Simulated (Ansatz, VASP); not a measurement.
**Y: VASP beside Ansatz**

```
Y
1.0
    -1.75760    1.75760    2.65500
     1.75760   -1.75760    2.65500
     1.75760    1.75760   -2.65500
Y
1
Direct
  0.00000 0.00000 0.00000
```

Alike in both runs: task relaxation of cell and atoms; functional PBE; k mesh 8 × 8 × 8; occupations gaussian, width 0.1 eV; no spin polarisation.

|  | VASP | Ansatz |
| --- | --- | --- |
| version | VASP 6.6.1 | Ansatz 0.2.0 |
| potentials or method | VASP PAW PBE potentials, release 64 (Y_sv), cutoff 600 eV | scalar-relativistic, plane waves, PAW |
| valence electrons in the cell | 11 | 11 |

|  | VASP | Ansatz | Ansatz less VASP |
| --- | --- | --- | --- |
| gap on the k mesh at the Fermi level, each at its own relaxed structure (eV) | none | none | - |
| relaxed volume (Å³/atom) | 32.22 | 32.50 | +0.278 |
| relaxed cell length with the largest relative difference (Å) | 3.572 | 3.577 | +0.0050 |

A gap of «none» marks a metal or a gap that the smearing closes.
